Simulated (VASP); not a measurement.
A run of VASP 6.6.1:

The input INCAR:

```
SYSTEM = H6C16F
PREC = Accurate
ENCUT = 520
EDIFF = 1E-6
ISMEAR = 0
SIGMA = 0.02
LREAL = .False.
LASPH = .True.
NELM = 200
ALGO = Normal
ISIF = 2
LWAVE = .False.
LCHARG = .False.
ISPIN = 2
MAGMOM = 0 0 0 0 0 0 0 0 0 0 0 0 0 0 0 0 0 0 0.32 0 0 0 0
LORBIT = 11
GGA = PE
NBANDS = 60
GGA_COMPAT = .False.
NELMDL = -8
```

KPOINTS

```
Automatic mesh
0
Gamma
  3 3 1
  0 0 0
```

POSCAR

```
H6C16F
1.0
    5.0487420000      0.0000000000      0.0000000000
    2.5243710000      4.3723390000      0.0000000000
    0.0000000000      0.0000000000     17.7764260000
H C F
6 16 1
Direct
    0.1666667848      0.1666666285      0.0562542774
    0.6666667848      0.1666666285      0.0562542774
    0.1666666285      0.6666667429      0.0562542774
    0.6666666285      0.6666667429      0.0562542774
   -0.0012229673      0.5035236289      0.3252074967
    0.5080467612      0.4863460953      0.3260226774
    0.1666667848      0.1666666285      0.1181339826
    0.6666667848      0.1666666285      0.1181339826
    0.1666666285      0.6666667429      0.1181339826
    0.6666666285      0.6666667429      0.1181339826
   -0.1666666285      0.3333332571      0.1471209680
    0.3333333715      0.3333332571      0.1471209680
   -0.1666667848      0.8333333715      0.1471209680
    0.3333332152      0.8333333715      0.1471209680
   -0.1636286355      0.3313949353      0.2354865371
    0.3378371076      0.3332868289      0.2361581569
   -0.1577642400      0.8293190441      0.2341755311
    0.3382058750      0.8338100042      0.2398321237
    0.0040865211     -0.0006705793      0.2560780778
    0.5174866171      0.0010321707      0.2604783436
    0.0044266797      0.4957424390      0.2634278116
    0.5042550688      0.4985615251      0.2644392073
    0.6608261333      1.0171949156      0.3517254818
```

Potentials or basis: VASP PAW PBE potentials, release 64 (H, C, F).

The run is started by

```sh
$ cat potpaw_PBE.64/H/POTCAR potpaw_PBE.64/C/POTCAR potpaw_PBE.64/F/POTCAR > POTCAR
$ mpirun -np 1 vasp_std > vasp.out
```

Hardware: 1 thread of Intel(R) Xeon(R) 6975P-C (Granite Rapids), on a shared host.

Q: How long does it take, and how much memory?

A: Wall time 7.9 min on 1 thread of Intel(R) Xeon(R) 6975P-C (Granite Rapids), on a shared host, peak memory 0.75 GiB. Counts: scf iterations 31, k points 5.
